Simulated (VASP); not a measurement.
**Ti: single point with r2SCAN**

Crystal: Ti.

```
Ti
1.0
     2.95000    0.00000    0.00000
    -1.47500    2.55477    0.00000
     0.00000    0.00000    4.68600
Ti
2
Direct
  0.33333 0.66667 0.25000
  0.66667 0.33333 0.75000
```

```
Program                : VASP 6.6.1
Task                   : single point
Functional             : r2SCAN
Potentials or basis    : VASP PAW PBE potentials, release 64 (Ti_sv)
Cutoff                 : 520 eV
k mesh                 : 6 × 6 × 4
Occupations            : gaussian, width 0.1 eV
Spin                   : no spin polarisation
Dipole correction      : no
Further INCAR settings : ALGO = Normal; EDIFF = 1e-06; NBANDS = 19
```

The pressure is -1.7 GPa and the band gap on the k mesh is zero (band 12 reaches 9.08 eV, above the bottom of band 13 at 7.87 eV).

Stress tensor (GPa, compression positive):
```
-1.98  0.00  0.00
 0.00 -1.98  0.00
 0.00  0.00 -1.16
```

Levels at points of the mesh, in eV from the Fermi level:
| k point | band 9 | band 10 | band 11 | band 12 | band 13 | band 14 | band 15 | band 16 |
| --- | --- | --- | --- | --- | --- | --- | --- | --- |
| (0.00, 0.00, 0.00) | -6.64 | -2.88 | 0.43 | 0.79 | 0.79 | 0.88 | 1.31 | 1.31 |
| (0.50, 0.00, 0.00) | -2.56 | -2.29 | -1.95 | -0.90 | 0.57 | 0.61 | 1.17 | 3.41 |
| (0.00, 0.00, 0.50) | -4.73 | -4.73 | -0.01 | -0.01 | 0.72 | 0.72 | 0.72 | 0.72 |
| (0.50, 0.00, 0.50) | -2.69 | -2.69 | -0.92 | -0.92 | 1.14 | 1.14 | 1.83 | 1.83 |

Wall time 81 s on 1 thread of Intel Xeon 8259CL, with other jobs on the host, peak memory 0.16 GiB.

Caveat: the k points lie up to 0.41 Å⁻¹ apart; the PAW data sets were made with another functional, which shifts forces and pressure a little.
